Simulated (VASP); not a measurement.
A run of VASP 6.6.1:

INCAR

```
SYSTEM = Ba
  ALGO = Normal
  EDIFF = 1E-6
  ENCUT = 500
  GGA = CA
  GGA_COMPAT = .FALSE.
  ISIF = 2
  ISMEAR = -1
  LASPH = .TRUE.
  LCHARG = .TRUE.
  LELF = .TRUE.
  LREAL = .FALSE.
  LVHAR = .TRUE.
  LWAVE = .FALSE.
  NBANDS = 17
  NELM = 120
  PREC = Accurate
  SIGMA = 0.05
```

File KPOINTS:

```
k-points
0
G
  11 11 6
  0 0 0
```

POSCAR

```
Ba
1.0
    3.9955106787      0.0000000000      0.0000000000
   -1.9977553394      3.4602137488      0.0000000000
    0.0000000000      0.0000000000      6.2288122045
Ba
2
Direct
    0.3333333333      0.6666666667      0.2500000000
    0.6666666667      0.3333333333      0.7500000000
```

Potentials or basis: VASP PAW LDA potentials, release 64 (Ba_sv).

The run is started by

```sh
$ cat potpaw_LDA.64/Ba_sv/POTCAR > POTCAR
$ mpirun -np 1 vasp_std > vasp.out
```

Hardware: 1 thread of Intel Xeon 8259CL, on a shared host.

Question: Estimate the wall time of this run.

Answer: It took 100 s on 1 thread of Intel Xeon 8259CL, with other jobs on the host, peak memory 0.21 GiB. Counts: scf iterations 11, k points 64.
